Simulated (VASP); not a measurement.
# Ga5As3N2 (C2/m) in VASP: single point with PBE

Aim: the single point of Ga5As3N2 with PBE.

Everything below comes from runs of VASP 6.6.1. Logs are shortened: lines on timing, memory, paths and dates and some standing lists are left out, and cuts for length are marked.

## (1) The cell of the first run

It takes space group C2/m (No. 12, monoclinic). The conventional cell has a = 11.826 Å, b = 5.289 Å, c = 8.362 Å, α = 90.00°, β = 135.00°, γ = 90.00°. Ga (site symmetry 2/m) has 2 N at 2.64 Å and 4 As at 2.64 Å within 3.5 Å. Within 3.5 Å of Ga (site symmetry m) lie 2 N at 2.64 Å and 4 As at 2.64 Å. Within 3.5 Å of Ga (site symmetry m) lie 3 As at 2.64 Å and 3 N at 2.64 Å. Within 3.5 Å of As (site symmetry m) lie 6 Ga at 2.64 Å. As (site symmetry 2/m) has 6 Ga at 2.64 Å within 3.5 Å. N (site symmetry m) has 6 Ga at 2.64 Å within 3.5 Å.

## (2) Single point, PBE

The input, INCAR:

```
SYSTEM = Ga5As3N2
PREC     = Accurate       ! precision mode
ENCUT    = 520            ! plane-wave cutoff, eV
EDIFF    = 1E-6           ! SCF threshold, eV
ISMEAR   = 0              ! smearing method
SIGMA    = 0.1            ! smearing width, eV
LREAL    = .False.        ! projectors in reciprocal space
LASPH    = .True.         ! aspherical terms in the spheres
NELM     = 100            ! most SCF steps
ALGO     = Normal         ! electronic algorithm
ISIF     = 2              ! what is computed and relaxed
LWAVE    = .False.        ! write WAVECAR
LCHARG   = .False.        ! write CHGCAR
GGA      = PE             ! functional
NBANDS   = 56             ! bands
```

The input, KPOINTS:

```
regular mesh
0
Gamma
  4 4 4
  0 0 0
```

The input, POSCAR:

```
Ga5As3N2
1.0
    5.9131405700     -2.6444368600      0.0000000000
    5.9131405700      2.6444368600      0.0000000000
   -5.9131405700      0.0000000000      5.9131405700
Ga As N
5 3 2
Direct
    0.5000000000      0.5000000000      0.5000000000
    0.7000000000      0.7000000000      0.1000000000
    0.9000000000      0.9000000000      0.7000000000
    0.1000000000      0.1000000000      0.3000000000
    0.3000000000      0.3000000000      0.9000000000
    0.8000000000      0.8000000000      0.9000000000
    0.0000000000      0.0000000000      0.5000000000
    0.2000000000      0.2000000000      0.1000000000
    0.4000000000      0.4000000000      0.7000000000
    0.6000000000      0.6000000000      0.3000000000
```

Potentials or basis: VASP PAW PBE potentials, release 64 (Ga_d, As, N).

The run is started by

```console
> cat potpaw_PBE.64/Ga_d/POTCAR potpaw_PBE.64/As/POTCAR potpaw_PBE.64/N/POTCAR > POTCAR
> mpirun -np 1 vasp_std > vasp.out
```

OUTCAR:

```text
SYSTEM = Ga5As3N2
   PREC = Accurate
   ENCUT = 520
   EDIFF = 1E-6
   ISMEAR = 0
   LREAL = .False.
   LASPH = .True.
   NELM = 100
   ISIF = 2
   GGA = PE

 ion  position               nearest neighbor table
   1  0.500  0.500  0.500-   6 2.64   8 2.64   7 2.64   7 2.64
   2  0.700  0.700  0.100-   6 2.64   7 2.64   8 2.64   8 2.64
   3  0.900  0.900  0.700-   6 2.64   8 2.64   7 2.64
   4  0.100  0.100  0.300-   8 2.64   6 2.64   7 2.64
   5  0.300  0.300  0.900-   8 2.64   7 2.64   6 2.64   6 2.64
   6  0.800  0.800  0.900-   2 2.64   1 2.64   3 2.64   4 2.64   5 2.64   5 2.64
   7  0.000  0.000  0.500-   2 2.64   5 2.64   4 2.64   3 2.64   1 2.64   1 2.64
   8  0.200  0.200  0.100-   5 2.64   4 2.64   1 2.64   3 2.64   2 2.64   2 2.64
   9  0.400  0.400  0.700-
  10  0.600  0.600  0.300-

  LATTYP: Found a body centered tetragonal cell.
 ALAT       =     8.3624435903
 C/A-ratio  =     0.6324555332

  Lattice vectors:

 A1 = (   0.0000000000,   2.6444368600,   5.9131405700)
 A2 = (   0.0000000000,   2.6444368600,  -5.9131405700)
 A3 = (  -5.9131405700,  -2.6444368600,   0.0000000000)

Analysis of symmetry for initial positions (statically):
=====================================================================
 Subroutine PRICEL returns:
 Original cell was already a primitive cell.

 Routine SETGRP: Setting up the symmetry group for a
 body centered tetragonal supercell.

 Subroutine GETGRP returns: Found  4 space group operations
 (whereof  4 operations were pure point group operations)
 out of a pool of 16 trial point group operations.

The static configuration has the point symmetry C_2h.

Analysis of symmetry for dynamics (positions and initial velocities):
=====================================================================
 Subroutine PRICEL returns:
 Original cell was already a primitive cell.

 Routine SETGRP: Setting up the symmetry group for a
 body centered tetragonal supercell.

 Subroutine GETGRP returns: Found  4 space group operations
 (whereof  4 operations were pure point group operations)
 out of a pool of 16 trial point group operations.

The dynamic configuration has the point symmetry C_2h.

 Subroutine INISYM returns: Found  4 space group operations
 (whereof  4 operations are pure point group operations),
 and found     1 'primitive' translations

----------------------------------------------------------------------------------------

                                     Primitive cell

  volume of cell :     184.9267

  direct lattice vectors                    reciprocal lattice vectors
     5.913140570 -2.644436860  0.000000000     0.084557435 -0.189076173  0.084557435
     5.913140570  2.644436860  0.000000000     0.084557435  0.189076173  0.084557435
    -5.913140570  0.000000000  5.913140570     0.000000000  0.000000000  0.169114870

  length of vectors
     6.477520954  6.477520954  8.362443590     0.223717944  0.223717944  0.169114870

  position of ions in fractional coordinates (direct lattice)
     0.500000000  0.500000000  0.500000000
     0.700000000  0.700000000  0.100000000
     0.900000000  0.900000000  0.700000000
     0.100000000  0.100000000  0.300000000
     0.300000000  0.300000000  0.900000000
     0.800000000  0.800000000  0.900000000
     0.000000000  0.000000000  0.500000000
     0.200000000  0.200000000  0.100000000
     0.400000000  0.400000000  0.700000000
     0.600000000  0.600000000  0.300000000

  ion indices of the primitive-cell ions
   primitive index   ion index
                 1           1
                 2           2
                 3           3
                 4           4
                 5           5
                 6           6
                 7           7
                 8           8
                 9           9
                10          10

----------------------------------------------------------------------------------------

 KPOINTS: regular mesh

Automatic generation of k-mesh.
 Grid dimensions read from file:
 generate k-points for:    4    4    4

 Generating k-lattice:

  Cartesian coordinates                     Fractional coordinates (reciprocal lattice)
     0.021139359 -0.047269043  0.021139359     0.250000000  0.000000000  0.000000000
     0.021139359  0.047269043  0.021139359     0.000000000  0.250000000  0.000000000
     0.000000000  0.000000000  0.042278718     0.000000000  0.000000000  0.250000000

  Length of vectors
     0.055929486  0.055929486  0.042278718

  Shift w.r.t. Gamma in fractional coordinates (k-lattice)
     0.000000000  0.000000000  0.000000000

 Subroutine IBZKPT returns following result:
 ===========================================

 Found     24 irreducible k-points:

 Following reciprocal coordinates:
            Coordinates               Weight
  0.000000  0.000000  0.000000      1.000000
  0.250000  0.000000  0.000000      4.000000
  0.000000 -0.250000  0.250000      4.000000
  0.500000  0.000000  0.000000      2.000000
  0.000000  0.500000  0.500000      2.000000
  0.250000  0.250000  0.000000      2.000000
[... 16 lines left out ...]
  0.500000  0.500000  0.500000      1.000000
 -0.250000  0.250000  0.500000      2.000000
   k-points           NKPTS =     24   k-points in BZ     NKDIM =     24   number of bands    NBANDS=     56
   number of dos      NEDOS =    301   number of ions     NIONS =     10
   total plane-waves  NPLWV = 147456
   dimension x,y,z NGX =    48 NGY =   48 NGZ =   64
   dimension x,y,z NGXF=    96 NGYF=   96 NGZF=  128
   ions per type =               5   3   2
   NGX,Y,Z   is equivalent  to a cutoff of  12.32, 12.32, 12.72 a.u.
   NGXF,Y,Z  is equivalent  to a cutoff of  24.64, 24.64, 25.45 a.u.
 SYSTEM =  Ga5As3N2
   PREC   = accura    normal or accurate (medium, high low for compatibility)
   ISTART =      0    job   : 0-new  1-cont  2-samecut
   ICHARG =      2    charge: 1-file 2-atom 10-const
   ISPIN  =      1    spin polarized calculation?
   LNONCOLLINEAR =      F non collinear calculations
   LSORBIT =      F    spin-orbit coupling
   LASPH  =      T    aspherical Exc in radial PAW
   ENCUT  =  520.0 eV  38.22 Ry    6.18 a.u.  12.04 12.04 15.55*2*pi/ulx,y,z
   NELM   =    100;   NELMIN=  2; NELMDL= -5     # of ELM steps
   EDIFF  = 0.1E-05   stopping-criterion for ELM
   LREAL  =      F    real-space projection
   EDIFFG = 0.1E-04   stopping-criterion for IOM
   NSW    =      0    number of steps for IOM
   IBRION =     -1    ionic relax: 0-MD 1-quasi-New 2-CG
   NFREE  =      0    steps in history (QN), initial steepest desc. (CG)
   ISIF   =      2    stress and relaxation
   ISYM   =      2    0-nonsym 1-usesym 2-fastsym
   POTIM  = 0.5000    time-step for ionic-motion
   TEBEG  =    0.0;   TEEND  =   0.0 temperature during run
   PSTRESS=    0.0 pullay stress
   NELECT =      90.0000    total number of electrons
   NUPDOWN=      -1.0000    fix difference up-down
   EMIN   =  10.00;   EMAX   =-10.00  energy-range for DOS
   EFERMI =   0.00;   METHOD = LEGACY
   ISMEAR =     0;   SIGMA  =   0.10  broadening in eV -4-tet -1-fermi 0-gaus
   EFERMI_NEDOS =   21; number of points for ismear=-14 and -15
   IALGO  =     38    algorithm
   IMIX   =      4    mixing-type and parameters
     AMIX     =   0.40;   BMIX     =  1.00
     AMIX_MAG =   1.60;   BMIX_MAG =  1.00
  volume/ion in A,a.u.               =      18.49       124.79
  Fermi-wavevector in a.u.,A,eV,Ry     =   1.287723  2.433444 22.561597  1.658231
  Thomas-Fermi vector in A             =   2.419720
   LORBIT       =      0    0 simple, 1 ext, 2 COOP (PROOUT), +10 PAW based schemes
   GGA     = PE    functional components
   LHFCALC =     F    Hartree Fock is set to
   AEXX    =    0.0000 exact exchange contribution
   IVDW    =     0    specifies the selected vdW correction
   LEPSILON=     F    determine dielectric tensor
   LRPA    =     F    only Hartree local field effects (RPA)
 non-spin polarized calculation
 Gauss-broadening in eV      SIGMA  =   0.10
  energy-cutoff  :      520.00
  volume of cell :      184.93
 maximum number of plane-waves:      5002
   NGX = 25   NGY = 25   NGZ = 31

 number of electron      90.0000002 magnetization

 Free energy of the ion-electron system (eV)
  ---------------------------------------------------
  ext. energy  EPLUGINS =         0.00000000
  ---------------------------------------------------
  free energy    TOTEN  =       -39.81977879 eV

  energy without entropy =      -39.76684945  energy(sigma->0) =      -39.79331412

 E-fermi :   4.0804     XC(G=0): -10.3983

 val. band max:        4.0614957905   @ k =   0.2500   0.5000  -0.2500
 cond. band min:       4.0915017961   @ k =   0.2500   0.0000   0.2500
 fundamental gap:      0.0300060056
 Fermi energy:         4.0803821900

 k-point     1 :       0.0000    0.0000    0.0000
  band No.  band energies     occupation
      1     -10.6894      2.00000
      2     -10.6722      2.00000
      3     -10.6234      2.00000
      4     -10.5719      2.00000
      5     -10.5546      2.00000
      6     -10.5462      2.00000
[... 48 lines left out ...]
     55       9.6103      0.00000
     56      10.2921      0.00000

 k-point     2 :       0.2500    0.0000    0.0000
  band No.  band energies     occupation
      1     -10.6726      2.00000
      2     -10.6367      2.00000
      3     -10.6052      2.00000
      4     -10.5729      2.00000
      5     -10.5546      2.00000
      6     -10.5464      2.00000
[... 48 lines left out ...]
     55       9.6184      0.00000
     56       9.8937      0.00000
[... 1237 lines left out ...]
     55       9.3190      0.00000
     56       9.6066      0.00000

 k-point    24 :      -0.2500    0.2500    0.5000
  band No.  band energies     occupation
      1     -10.6534      2.00000
      2     -10.6028      2.00000
      3     -10.5893      2.00000
      4     -10.5782      2.00000
      5     -10.5545      2.00000
      6     -10.5443      2.00000
[... 48 lines left out ...]
     55       8.6886      0.00000
     56       8.8484      0.00000

------------------------ aborting loop because EDIFF is reached ----------------------------------------

  FORCE on cell =-STRESS in cart. coord.  units (eV):
  Direction    XX          YY          ZZ          XY          YZ          ZX
  --------------------------------------------------------------------------------------
  -------------------------------------------------------------------------------------
  Total       -9.5571320     -9.7199693     -9.1723075      0.0000000      0.0000000     -0.0643785
  in kB      -82.8015687    -84.2123662    -79.4675058      0.0000000      0.0000000     -0.5577661
  external PRESSURE =     -82.1604802 kB  Pullay stress =       0.0000000 kB

 VOLUME and BASIS-vectors are now :
 -----------------------------------------------------------------------------
  energy-cutoff  :      520.00
  volume of cell :      184.93
      direct lattice vectors                 reciprocal lattice vectors
     5.913140570 -2.644436860  0.000000000     0.084557435 -0.189076173  0.084557435
     5.913140570  2.644436860  0.000000000     0.084557435  0.189076173  0.084557435
    -5.913140570  0.000000000  5.913140570     0.000000000  0.000000000  0.169114870

 POSITION                                       TOTAL-FORCE (eV/Angst)
 -----------------------------------------------------------------------------------
      2.95657      0.00000      2.95657        -0.000000      0.000000      0.000000
      7.68708      0.00000      0.59131        -1.624381      0.000000     -0.437945
      6.50445      0.00000      4.13920        -0.619127      0.000000     -1.047137
     -0.59131      0.00000      1.77394         0.619127      0.000000      1.047137
     -1.77394      0.00000      5.32183         1.624381      0.000000      0.437945
      4.13920      0.00000      5.32183         0.310538      0.000000     -0.220643
     -2.95657      0.00000      2.95657        -0.000000      0.000000      0.000000
      1.77394      0.00000      0.59131        -0.310538      0.000000      0.220643
      0.59131      0.00000      4.13920        -0.117535      0.000000     -0.052119
      5.32183      0.00000      1.77394         0.117535      0.000000      0.052119
 -----------------------------------------------------------------------------------
    total drift:                                0.000000      0.000000     -0.000000

  FREE ENERGIE OF THE ION-ELECTRON SYSTEM (eV)
  ---------------------------------------------------
  free  energy   TOTEN  =       -39.8197787881 eV

  energy  without entropy=      -39.7668494546  energy(sigma->0) =      -39.79331412
```

Run time: 13 min. Hardware: 1 thread of Intel Xeon 8259CL, shared host; peak memory 0.51 GiB.

What came out:

| Property | Result |
| --- | --- |
| Free energy | -39.8198 eV |
| Pressure | -8.2 GPa |
| Largest force | 1.682 eV/Å |
| Band gap on the k mesh | zero (bands 45 and 46 overlap by 1.17 eV) |

Forces in eV/Å, atoms in the order of the input:
```
Ga   0.000  0.000  0.000
Ga  -1.624  0.000 -0.438
Ga  -0.619  0.000 -1.047
Ga   0.619  0.000  1.047
Ga   1.624  0.000  0.438
As   0.311  0.000 -0.221
As   0.000  0.000  0.000
As  -0.311  0.000  0.221
N   -0.118  0.000 -0.052
N    0.118  0.000  0.052
```

Stress tensor (GPa, compression positive):
```
-8.28  0.00 -0.06
 0.00 -8.42  0.00
-0.06  0.00 -7.95
```

Levels at points of the mesh, in eV from the Fermi level:
| k point | band 43 | band 44 | band 45 | band 46 | band 47 | band 48 | band 49 | band 50 |
| --- | --- | --- | --- | --- | --- | --- | --- | --- |
| (0.00, 0.00, 0.00) | -0.87 | -0.09 | -0.04 | -0.03 | 1.02 | 1.55 | 1.76 | 2.28 |
| (0.50, 0.00, 0.00) | -0.16 | 0.05 | 0.08 | 1.49 | 1.79 | 1.97 | 2.40 | 2.48 |
| (0.00, 0.50, 0.50) | -0.25 | 0.05 | 0.14 | 1.16 | 1.90 | 2.13 | 2.50 | 2.55 |
| (0.50, 0.50, 0.00) | -1.29 | -1.19 | -1.06 | -1.04 | 0.24 | 0.30 | 0.78 | 1.07 |
| (0.00, 0.00, 0.50) | -1.09 | -1.00 | -0.22 | -0.15 | 0.93 | 1.50 | 2.34 | 2.42 |
| (0.50, 0.50, 0.50) | -1.15 | -0.98 | -0.26 | -0.05 | 1.00 | 1.47 | 1.98 | 2.85 |

Caveat: the cell stands under tension; forces of over 1 eV/Å act on the atoms, so gaps and moduli don't describe the material at rest.
